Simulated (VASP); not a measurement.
## GaN: single point with PBEsol

Crystal: GaN.

```
CELL_PARAMETERS angstrom
3.09283 0.00000 0.00000
-1.54642 2.67847 0.00000
0.00000 0.00000 5.02439
ATOMIC_POSITIONS crystal
Ga 0.33333 0.66667 0.00000
Ga 0.66667 0.33333 0.50000
N 0.33333 0.66667 0.37500
N 0.66667 0.33333 0.87500
```

```json
{"Program": "VASP 6.6.1", "Task": "single point", "Functional": "PBEsol", "Potentials or basis": "VASP PAW PBE potentials, release 64 (Ga_d, N)", "Cutoff": "520 eV", "k mesh": "12 × 12 × 4", "Occupations": "gaussian, width 0.01 eV", "Spin": "no spin polarisation"}
```

The pressure is 20.0 GPa, the largest force is 0.154 eV/Å and the band gap on the k mesh is 2.48 eV.

Forces in eV/Å, atoms in the order of the input:
```
Ga   0.000  0.000 -0.154
Ga   0.000  0.000 -0.154
N    0.000  0.000  0.154
N    0.000  0.000  0.154
```

Stress tensor (GPa, compression positive):
```
19.00  0.00  0.00
 0.00 19.00  0.00
 0.00  0.00 22.00
```

Levels at points of the mesh, in eV from the valence-band top:
```tsv
k point	band 14	band 15	band 16	band 17	band 18	band 19	band 20	band 21	band 22	band 23
(0.00, 0.00, 0.00)	-1.19	-1.19	-0.07	0.00	0.00	2.48	4.78	9.63	10.30	10.30
(0.50, 0.00, 0.00)	-5.65	-4.72	-3.13	-2.57	-1.11	5.16	5.91	6.31	9.32	10.72
(0.00, 0.00, 0.50)	-4.05	-0.61	-0.61	-0.61	-0.61	4.77	4.77	8.88	8.88	10.82
(0.50, 0.00, 0.50)	-7.19	-2.20	-2.20	-2.13	-2.13	4.56	4.56	8.27	8.27	10.46
```

It took 2.4 min on 1 thread of Intel Xeon 8259CL, with other jobs on the host, peak memory 0.19 GiB.

Caveat: the cell stands under pressure; the PAW data sets were made with another functional, which shifts forces and pressure a little. A hybrid or GW would open this gap; PBEsol tends to underestimate it.
